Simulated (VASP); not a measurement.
Ni3Ge:

```
Ni Ge
1.0
     3.53033    0.00000    0.00000
     0.00000    3.53033    0.00000
     0.00000    0.00000    3.53033
Ni Ge
3 1
Direct
  0.50000 0.00000 0.50000
  0.00000 0.50000 0.50000
  0.50000 0.50000 0.00000
  0.00000 0.00000 0.00000
```

Base run:

```yaml
Program: VASP 6.6.1
Functional: LDA
Potentials_or_basis: VASP PAW LDA potentials, release 64 (Ni, Ge_d)
Cutoff: 520 eV
k_mesh: 8 × 8 × 8
Occupations: fermi-dirac, width 0.05 eV
Spin: collinear spin, ferromagnetic start
Starting_moments: "[1.2, 1.2, 1.2, 0.0] μB"
Fixed_moment: 3.6 μB
```

Its results: pressure 4.6 GPa; site moments Ni +1.05; Ge +0.26 μB.

The run is repeated on the same cell with these changes: fixed moment from 3.6 μB to 1.5 μB; moments at the start from [1.2, 1.2, 1.2, 0.0] to [0.5, 0.5, 0.5, 0.0]. What comes out?

Pressure -4.9 GPa; site moments Ni +0.48; Ge +0.03 μB.

Caveats: the total moment is fixed, so each spin has its own Fermi level and the state may be an excited one; the cell stands under pressure (at least some runs); the cell stands under tension (at least some runs).
